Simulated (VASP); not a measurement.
# TaSi2 in VASP: notebook

Runs on TaSi2. Level: PBE. Tasks: single point.

All numbers are computed with VASP 6.6.1; they aren't measurements. Logs are shortened: lines on timing, memory, paths and dates and some standing lists are left out, and cuts for length are marked.

### 1 The cell of the first run

Symmetry: P6/mmm, No. 191, hexagonal system. The conventional cell has a = 2.744 Å, b = 2.744 Å, c = 8.001 Å, α = 90.00°, β = 90.00°, γ = 120.00°. Ta (site symmetry 6/mmm) has 2 Si at 2.69 Å and 6 Ta at 2.74 Å within 3.5 Å. Within 3.5 Å of Si (site symmetry 6mm) lie 7 Si at 2.63 to 2.74 Å and 1 Ta at 2.69 Å.

### 2 Single point, PBE

INCAR reads:

```
SYSTEM = TaSi2
PREC = Accurate
ENCUT = 500
EDIFF = 1E-6
ISMEAR = 0
SIGMA = 0.2
LREAL = .FALSE.
LASPH = .TRUE.
NELM = 120
ALGO = Normal
ISIF = 2
LWAVE = .FALSE.
LCHARG = .FALSE.
GGA = PE
NBANDS = 16
GGA_COMPAT = .FALSE.
```

KPOINTS reads:

```
regular mesh
0
G
  7 7 3
  0 0 0
```

POSCAR reads:

```
TaSi2
1.0
    2.7441683494      0.0000000000      0.0000000000
   -1.3720841747      2.3765195028      0.0000000000
    0.0000000000      0.0000000000      8.0009774104
Ta Si
1 2
Direct
    0.0000000000      0.0000000000      0.5000000000
    0.0000000000      0.0000000000      0.8357203073
    0.0000000000      0.0000000000      0.1642796927
```

Potentials or basis: VASP PAW PBE potentials, release 64 (Ta_pv, Si).

Launch:

```console
$ cat potpaw_PBE.64/Ta_pv/POTCAR potpaw_PBE.64/Si/POTCAR > POTCAR
$ mpirun -np 1 vasp_std > vasp.out
```

OUTCAR:

```text
SYSTEM = TaSi2
   PREC = Accurate
   ENCUT = 500
   EDIFF = 1E-6
   ISMEAR = 0
   LREAL = .FALSE.
   LASPH = .TRUE.
   NELM = 120
   ISIF = 2
   GGA = PE

 ion  position               nearest neighbor table
   1  0.000  0.000  0.500-   2 2.69   3 2.69
   2  0.000  0.000  0.836-   3 2.63   1 2.69
   3  0.000  0.000  0.164-   2 2.63   1 2.69

  LATTYP: Found a hexagonal cell.
 ALAT       =     2.7441683494
 C/A-ratio  =     2.9156292150

  Lattice vectors:

 A1 = (   2.7441683494,   0.0000000000,   0.0000000000)
 A2 = (  -1.3720841747,   2.3765195028,   0.0000000000)
 A3 = (   0.0000000000,   0.0000000000,   8.0009774104)

Analysis of symmetry for initial positions (statically):
=====================================================================
 Subroutine PRICEL returns:
 Original cell was already a primitive cell.

 Routine SETGRP: Setting up the symmetry group for a
 hexagonal supercell.

 Subroutine GETGRP returns: Found 24 space group operations
 (whereof 24 operations were pure point group operations)
 out of a pool of 24 trial point group operations.

The static configuration has the point symmetry D_6h.

Analysis of symmetry for dynamics (positions and initial velocities):
=====================================================================
 Subroutine PRICEL returns:
 Original cell was already a primitive cell.

 Routine SETGRP: Setting up the symmetry group for a
 hexagonal supercell.

 Subroutine GETGRP returns: Found 24 space group operations
 (whereof 24 operations were pure point group operations)
 out of a pool of 24 trial point group operations.

The dynamic configuration has the point symmetry D_6h.

 Subroutine INISYM returns: Found 24 space group operations
 (whereof 24 operations are pure point group operations),
 and found     1 'primitive' translations

----------------------------------------------------------------------------------------

                                     Primitive cell

  volume of cell :      52.1789

  direct lattice vectors                    reciprocal lattice vectors
     2.744168349  0.000000000  0.000000000     0.364409130  0.210391709  0.000000000
    -1.372084175  2.376519503  0.000000000     0.000000000  0.420783418  0.000000000
[... 76 lines left out ...]
   ENCUT  =  500.0 eV  36.75 Ry    6.06 a.u.   5.00  5.00 14.59*2*pi/ulx,y,z
   NELM   =    120;   NELMIN=  2; NELMDL= -5     # of ELM steps
   EDIFF  = 0.1E-05   stopping-criterion for ELM
   LREAL  =      F    real-space projection
   EDIFFG = 0.1E-04   stopping-criterion for IOM
   NSW    =      0    number of steps for IOM
   IBRION =     -1    ionic relax: 0-MD 1-quasi-New 2-CG
   NFREE  =      0    steps in history (QN), initial steepest desc. (CG)
   ISIF   =      2    stress and relaxation
   ISYM   =      2    0-nonsym 1-usesym 2-fastsym
   POTIM  = 0.5000    time-step for ionic-motion
   TEBEG  =    0.0;   TEEND  =   0.0 temperature during run
   PSTRESS=    0.0 pullay stress
   NELECT =      19.0000    total number of electrons
   NUPDOWN=      -1.0000    fix difference up-down
   EMIN   =  10.00;   EMAX   =-10.00  energy-range for DOS
   EFERMI =   0.00;   METHOD = LEGACY
   ISMEAR =     0;   SIGMA  =   0.20  broadening in eV -4-tet -1-fermi 0-gaus
   EFERMI_NEDOS =   21; number of points for ismear=-14 and -15
   IALGO  =     38    algorithm
   IMIX   =      4    mixing-type and parameters
     AMIX     =   0.40;   BMIX     =  1.00
     AMIX_MAG =   1.60;   BMIX_MAG =  1.00
  volume/ion in A,a.u.               =      17.39       117.37
  Fermi-wavevector in a.u.,A,eV,Ry     =   1.169035  2.209156 18.594315  1.366644
  Thomas-Fermi vector in A             =   2.305514
   LORBIT       =      0    0 simple, 1 ext, 2 COOP (PROOUT), +10 PAW based schemes
   GGA     = PE    functional components
   LHFCALC =     F    Hartree Fock is set to
   AEXX    =    0.0000 exact exchange contribution
   IVDW    =     0    specifies the selected vdW correction
   LEPSILON=     F    determine dielectric tensor
   LRPA    =     F    only Hartree local field effects (RPA)
 non-spin polarized calculation
 Gauss-broadening in eV      SIGMA  =   0.20
  energy-cutoff  :      500.00
  volume of cell :       52.18
 maximum number of plane-waves:      1341
 NGX is ok and might be reduce to    20
   NGX =  9   NGY =  9   NGZ = 29

 number of electron      18.9999997 magnetization

 Free energy of the ion-electron system (eV)
  ---------------------------------------------------
  ext. energy  EPLUGINS =         0.00000000
  ---------------------------------------------------
  free energy    TOTEN  =       -20.77585012 eV

  energy without entropy =      -20.73498613  energy(sigma->0) =      -20.75541813

 E-fermi :   7.0016     XC(G=0): -11.1890

 val. band max:        6.9128356562   @ k =   0.2857   0.2857   0.3333
 cond. band min:       7.0103715247   @ k =   0.2857   0.0000   0.3333
 fundamental gap:      0.0975358684
 Fermi energy:         7.0015675514

 k-point     1 :       0.0000    0.0000    0.0000
  band No.  band energies     occupation
      1     -27.1020      2.00000
      2     -26.2257      2.00000
      3     -26.2257      2.00000
      4      -5.1450      2.00000
      5      -3.1199      2.00000
      6      -0.1063      2.00000
[... 281 lines left out ...]
      3     -26.8103      2.00000
      4       0.9432      2.00000
      5       2.4229      2.00000
      6       4.0196      2.00000
[... 8 lines left out ...]
     15      10.4817      0.00000
     16      13.2536      0.00000

------------------------ aborting loop because EDIFF is reached ----------------------------------------

  FORCE on cell =-STRESS in cart. coord.  units (eV):
  Direction    XX          YY          ZZ          XY          YZ          ZX
  --------------------------------------------------------------------------------------
  -------------------------------------------------------------------------------------
  Total        0.1049620      0.1049620     -0.0228998      0.0000000      0.0000000      0.0000000
  in kB        3.2229048      3.2229048     -0.7031496      0.0000000      0.0000000      0.0000000
  external PRESSURE =       1.9142200 kB  Pullay stress =       0.0000000 kB

 VOLUME and BASIS-vectors are now :
 -----------------------------------------------------------------------------
  energy-cutoff  :      500.00
  volume of cell :       52.18
      direct lattice vectors                 reciprocal lattice vectors
     2.744168349  0.000000000  0.000000000     0.364409130  0.210391709  0.000000000
    -1.372084175  2.376519503  0.000000000     0.000000000  0.420783418  0.000000000
     0.000000000  0.000000000  8.000977410     0.000000000  0.000000000  0.124984730

 POSITION                                       TOTAL-FORCE (eV/Angst)
 -----------------------------------------------------------------------------------
      0.00000      0.00000      4.00049        -0.000000      0.000000      0.000000
      0.00000      0.00000      6.68658         0.000000     -0.000000      0.016099
      0.00000      0.00000      1.31440         0.000000      0.000000     -0.016099
 -----------------------------------------------------------------------------------
    total drift:                               -0.000000      0.000000      0.000000

  FREE ENERGIE OF THE ION-ELECTRON SYSTEM (eV)
  ---------------------------------------------------
  free  energy   TOTEN  =       -20.7758501202 eV

  energy  without entropy=      -20.7349861336  energy(sigma->0) =      -20.75541813
```

Wall time 21 s (1 thread of Intel Xeon 8259CL, shared host); peak memory 0.16 GiB.

What came out:

| Quantity | Value |
| --- | --- |
| Free energy | -20.7759 eV |
| Pressure | 0.2 GPa |
| Largest force | 0.016 eV/Å |

Forces in eV/Å, atoms in the order of the input:
```
Ta   0.000  0.000  0.000
Si   0.000  0.000  0.016
Si   0.000  0.000 -0.016
```

Levels at points of the mesh, in eV from the Fermi level:
| k point | band 5 | band 6 | band 7 | band 8 | band 9 | band 10 | band 11 | band 12 | band 13 | band 14 |
| --- | --- | --- | --- | --- | --- | --- | --- | --- | --- | --- |
| (0.00, 0.00, 0.00) | -10.12 | -7.11 | -4.30 | -0.69 | 0.89 | 0.89 | 2.59 | 4.82 | 4.82 | 9.19 |

Caveat: the k points lie up to 0.38 Å⁻¹ apart; spin-orbit coupling is left out, which moves the levels of the heavy elements.

### 3 Single point, PBE

This run uses another cell than the first one, of 16.71 Å³/atom, 0.961 times its volume.

INCAR reads:

```
SYSTEM = TaSi2
  ALGO = Normal
  EDIFF = 1E-6
  ENCUT = 500
  GGA = PE
  GGA_COMPAT = .FALSE.
  ISIF = 2
  ISMEAR = 0
  LASPH = .TRUE.
  LCHARG = .TRUE.
  LELF = .TRUE.
  LREAL = .FALSE.
  LVHAR = .TRUE.
  LWAVE = .FALSE.
  NBANDS = 16
  NELM = 120
  PREC = Accurate
  SIGMA = 0.2
```

KPOINTS reads:

```
k-points
0
G
  6 6 5
  0 0 0
```

POSCAR reads:

```
TaSi2
1.0
    4.6979350718     -0.0000000037      0.0000000000
   -2.3489675327      4.0685311194      0.0000000000
    0.0000000000      0.0000000000      2.6232975255
Ta Si
1 2
Direct
    0.0000000000      0.0000000000      0.5000000000
    0.3333333333      0.6666666667      0.5000000000
    0.6666666667      0.3333333333      0.5000000000
```

Potentials or basis: VASP PAW PBE potentials, release 64 (Ta_pv, Si).

Launch:

```console
$ cat potpaw_PBE.64/Ta_pv/POTCAR potpaw_PBE.64/Si/POTCAR > POTCAR
$ mpirun -np 1 vasp_std > vasp.out
```

It took 23 s on 1 thread of Intel Xeon 8259CL, shared host; peak memory 0.17 GiB.

Results (log left out):

* Free energy: -21.6389 eV
* Pressure: 0.0 GPa

Stress tensor (GPa, compression positive):
```
-0.05  0.00  0.00
 0.00 -0.05  0.00
 0.00  0.00  0.22
```

Levels at points of the mesh, in eV from the Fermi level:
```
           k point  band 8  band 9  band 10  band 11  band 12  band 13
(0.00, 0.00, 0.00)   -2.62   -0.26    -0.26     3.81     4.99     4.99
(0.50, 0.00, 0.00)   -2.03   -1.26     2.35     2.90     4.43     4.90
```

Caveat: the k points lie up to 0.48 Å⁻¹ apart; spin-orbit coupling is left out, which moves the levels of the heavy elements.

### 4 Single point, PBE

This run uses another cell than the first one, of 14.74 Å³/atom, 0.847 times its volume.

INCAR reads:

```
  PREC = Accurate
  ENCUT = 500
  EDIFF = 1E-6
  ISMEAR = 0
  SIGMA = 0.2
  LREAL = F
  LASPH = T
  NELM = 120
  ALGO = Normal
  ISIF = 2
  LWAVE = F
  LCHARG = F
  GGA = PE
  NBANDS = 16
  GGA_COMPAT = F
```

KPOINTS reads:

```
Automatic mesh
0
Gamma
  6 6 5
```

POSCAR reads:

```
TaSi2
1.0
    4.3263668830      0.0000000000      0.0000000000
   -2.1631834415      3.7467436267      0.0000000000
    0.0000000000      0.0000000000      2.7279033470
Ta Si
1 2
Direct
    0.0000000000      0.0000000000      0.5000000000
    0.3333333333      0.6666666667      0.0118243403
    0.6666666667      0.3333333333      0.9881756597
```

Potentials or basis: VASP PAW PBE potentials, release 64 (Ta_pv, Si).

Launch:

```console
$ cat potpaw_PBE.64/Ta_pv/POTCAR potpaw_PBE.64/Si/POTCAR > POTCAR
$ mpirun -np 1 vasp_std > vasp.out
```

OUTCAR:

```text
PREC = Accurate
   ENCUT = 500
   EDIFF = 1E-6
   ISMEAR = 0
   LREAL = F
   LASPH = T
   NELM = 120
   ISIF = 2
   GGA = PE

 ion  position               nearest neighbor table
   1  0.000  0.000  0.500-   2 2.83   3 2.83   2 2.83   3 2.83   3 2.83   2 2.83   2 2.86   3 2.86
                             3 2.86   2 2.86   2 2.86   3 2.86
   2  0.333  0.667  0.012-   3 2.50   3 2.50   3 2.50   1 2.83   1 2.83   1 2.83   1 2.86   1 2.86
                             1 2.86
   3  0.667  0.333  0.988-   2 2.50   2 2.50   2 2.50   1 2.83   1 2.83   1 2.83   1 2.86   1 2.86
                             1 2.86

  LATTYP: Found a hexagonal cell.
 ALAT       =     4.3263668830
 C/A-ratio  =     0.6305298235

  Lattice vectors:

 A1 = (   4.3263668830,   0.0000000000,   0.0000000000)
 A2 = (  -2.1631834415,   3.7467436267,   0.0000000000)
 A3 = (   0.0000000000,   0.0000000000,   2.7279033470)

Analysis of symmetry for initial positions (statically):
=====================================================================
 Subroutine PRICEL returns:
 Original cell was already a primitive cell.

 Routine SETGRP: Setting up the symmetry group for a
[... 171 lines left out ...]

 val. band max:        9.1466200155   @ k =   0.3333   0.1667   0.2000
 cond. band min:       9.5421290078   @ k =   0.1667   0.1667   0.0000
 fundamental gap:      0.3955089923
 Fermi energy:         9.4252221938

 k-point     1 :       0.0000    0.0000    0.0000
  band No.  band energies     occupation
      1     -25.2508      2.00000
      2     -25.2508      2.00000
      3     -24.4698      2.00000
      4      -4.1432      2.00000
      5       3.6022      2.00000
      6       3.6022      2.00000
[... 433 lines left out ...]
      3     -25.1181      2.00000
      4      -0.4033      2.00000
      5       3.1375      2.00000
      6       3.5558      2.00000
[... 8 lines left out ...]
     15      13.5920      0.00000
     16      15.4675      0.00000

 [... further k-points ...]

------------------------ aborting loop because EDIFF is reached ----------------------------------------

  FORCE on cell =-STRESS in cart. coord.  units (eV):
  Direction    XX          YY          ZZ          XY          YZ          ZX
  --------------------------------------------------------------------------------------
  -------------------------------------------------------------------------------------
  Total        0.0512625      0.0512625      0.0526096      0.0000000      0.0000000      0.0000000
  in kB        1.8573943      1.8573943      1.9062028      0.0000000      0.0000000      0.0000000
  external PRESSURE =       1.8736638 kB  Pullay stress =       0.0000000 kB

 VOLUME and BASIS-vectors are now :
 -----------------------------------------------------------------------------
  energy-cutoff  :      500.00
  volume of cell :       44.22
      direct lattice vectors                 reciprocal lattice vectors
     4.326366883  0.000000000  0.000000000     0.231140823  0.133449216  0.000000000
    -2.163183442  3.746743627  0.000000000     0.000000000  0.266898432  0.000000000
     0.000000000  0.000000000  2.727903347     0.000000000  0.000000000  0.366581903

 POSITION                                       TOTAL-FORCE (eV/Angst)
 -----------------------------------------------------------------------------------
      0.00000      0.00000      1.36395         0.000000      0.000000      0.000000
     -0.00000      2.49783      0.03226        -0.000000      0.000000     -0.065655
      2.16318      1.24891      2.69565         0.000000     -0.000000      0.065655
 -----------------------------------------------------------------------------------
    total drift:                                0.000000     -0.000000     -0.000000

  FREE ENERGIE OF THE ION-ELECTRON SYSTEM (eV)
  ---------------------------------------------------
  free  energy   TOTEN  =       -22.5860653424 eV

  energy  without entropy=      -22.5804197238  energy(sigma->0) =      -22.58324253
```

OSZICAR:

```text
N       E                     dE             d eps       ncg     rms          rms(c)
DAV:   1     0.854006965167E+02    0.85401E+02   -0.90294E+03   864   0.104E+03
DAV:   2    -0.212039754926E+02   -0.10660E+03   -0.10391E+03  1088   0.262E+02
DAV:   3    -0.234294184718E+02   -0.22254E+01   -0.22156E+01  1120   0.337E+01
DAV:   4    -0.234429619083E+02   -0.13543E-01   -0.13541E-01  1088   0.305E+00
DAV:   5    -0.234431205690E+02   -0.15866E-03   -0.15866E-03  1120   0.311E-01    0.161E+01
DAV:   6    -0.226971103892E+02    0.74601E+00   -0.24326E+00  1056   0.104E+01    0.743E+00
DAV:   7    -0.226056296344E+02    0.91481E-01   -0.18067E-01   976   0.282E+00    0.346E+00
DAV:   8    -0.225867405984E+02    0.18889E-01   -0.46927E-02  1088   0.146E+00    0.367E-01
DAV:   9    -0.225861202331E+02    0.62037E-03   -0.24847E-03  1024   0.332E-01    0.199E-01
DAV:  10    -0.225860709929E+02    0.49240E-04   -0.38637E-04  1048   0.145E-01    0.469E-02
DAV:  11    -0.225860645429E+02    0.64500E-05   -0.28621E-05  1088   0.369E-02    0.204E-02
DAV:  12    -0.225860656850E+02   -0.11421E-05   -0.79454E-07   624   0.742E-03    0.282E-03
DAV:  13    -0.225860653424E+02    0.34265E-06   -0.80948E-08   472   0.223E-03
   1 F= -.22586065E+02 E0= -.22583243E+02  d E =-.564562E-02
```

Wall time 20 s (1 thread of Intel Xeon 8259CL, shared host); peak memory 0.16 GiB.

Results:

| Item | Value |
| --- | --- |
| Free energy | -22.5861 eV |
| Pressure | 0.2 GPa |
| Largest force | 0.066 eV/Å |

Forces in eV/Å, atoms in the order of the input:
```
Ta   0.000  0.000  0.000
Si   0.000  0.000 -0.066
Si   0.000  0.000  0.066
```

Levels at points of the mesh, in eV from the Fermi level:
| k point | band 6 | band 7 | band 8 | band 9 | band 10 | band 11 | band 12 | band 13 | band 14 | band 15 |
| --- | --- | --- | --- | --- | --- | --- | --- | --- | --- | --- |
| (0.00, 0.00, 0.00) | -5.82 | -4.67 | -3.39 | -0.72 | -0.72 | 3.28 | 3.28 | 4.60 | 4.79 | 4.79 |
| (0.50, 0.00, 0.00) | -5.38 | -5.24 | -1.59 | -1.25 | 1.99 | 3.06 | 3.57 | 3.72 | 5.69 | 5.98 |

Caveat: the k points lie up to 0.46 Å⁻¹ apart; spin-orbit coupling is left out, which moves the levels of the heavy elements.

### 5 Summary

```csv
cell,k mesh,gap on the mesh (eV),pressure (GPa),largest force (eV/Å)
"a = 2.744, b = 2.744, c = 8.001 Å, angles 90.0, 90.0, 120.0°, 3 atoms",7 × 7 × 3,none,0.2,0.02
"a = 4.698, b = 4.698, c = 2.623 Å, angles 90.0, 90.0, 120.0°, 3 atoms",6 × 6 × 5,none,0.0,-
"a = 4.326, b = 4.326, c = 2.728 Å, angles 90.0, 90.0, 120.0°, 3 atoms",6 × 6 × 5,none,0.2,0.07
```

Alike in all rows: task single point; level PBE; potentials or basis VASP PAW PBE potentials, release 64 (Ta_pv, Si); no spin polarisation; cutoff (eV) 500; smearing gaussian 0.2 eV.

Caveats: all runs use coarse meshes; spin-orbit coupling is left out, which moves the levels of the heavy elements.

Absolute energies hang on the potentials; compare differences alone.
